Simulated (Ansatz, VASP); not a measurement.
## Two plane-wave programs on Si

INCAR

```
PREC = Accurate
ENCUT = 520
EDIFF = 1E-6
ISMEAR = -1
SIGMA = 0.1
LREAL = False
LASPH = True
NELM = 80
ALGO = Normal
ISIF = 2
LWAVE = False
LCHARG = True
GGA = CA
LELF = True
LVHAR = True
NBANDS = 13
```

KPOINTS

```
regular mesh
0
Gamma
  11 11 16
```

POSCAR

```
Si
1.0
    4.4180367493      0.0000000000      0.0000000000
   -2.2090183747      3.8261320597      0.0000000000
    0.0000000000      0.0000000000      2.5339047928
Si
3
Direct
    1.0000000000      0.0000000000      0.0000000000
    0.3333333333      0.6666666667      0.5000000000
    0.6666666667      0.3333333333      0.5000000000
```

Input for Ansatz:

```yaml
crystal:
  lattice:
    - [4.4180367493, 0.0, 0.0]
    - [-2.2090183747, 3.8261320597, 0.0]
    - [0.0, 0.0, 2.5339047928]
  atoms:
    - { symbol: Si, position: [1.0, 0.0, 0.0] }
    - { symbol: Si, position: [0.3333333333, 0.6666666667, 0.5] }
    - { symbol: Si, position: [0.6666666667, 0.3333333333, 0.5] }
hamiltonian:
  xc: lda
  pseudopotentials:
    kind: paw
    azcp:
      Si: "pseudopotentials/Si.paw.azcp"
basis:
  ecutwfc: 420
  fft_grid_basis: typed
kpoints:
  mp_grid: { grid: [11, 11, 16], shift: [0, 0, 0] }
magnetization:
  spin_polarized: false
scf:
  occupations: { method: fermi_dirac, width: 0.1 }
output:
  stress: true
  write_density: true
  write_potential: true
  elf: true
  volumetric_format: npy
```

Alike in both runs: task single point; functional LDA; k mesh 11 × 11 × 16; occupations fermi-dirac, width 0.1 eV; no spin polarisation.

|  | VASP | Ansatz |
| --- | --- | --- |
| version | VASP 6.6.1 | Ansatz 0.2.0 |
| potentials or method | VASP PAW LDA potentials, release 64 (Si), cutoff 520 eV | plane waves (420 eV) with PAW, scalar-relativistic |
| valence electrons in the cell | 12 | 12 |

Ansatz gave:

- pressure (GPa): 0.0
- traceless stress, the component that is largest in VASP (GPa): -0.35

Problem. Estimate VASP's values.

Solution. Pressure (GPa): 0.1; traceless stress, the component that is largest in VASP (GPa): -0.34.

Ansatz warns that its potentials were made for another functional, while VASP's fit it. LDA's correlation is that of Perdew and Zunger in VASP and of Perdew and Wang (1992) in Ansatz.
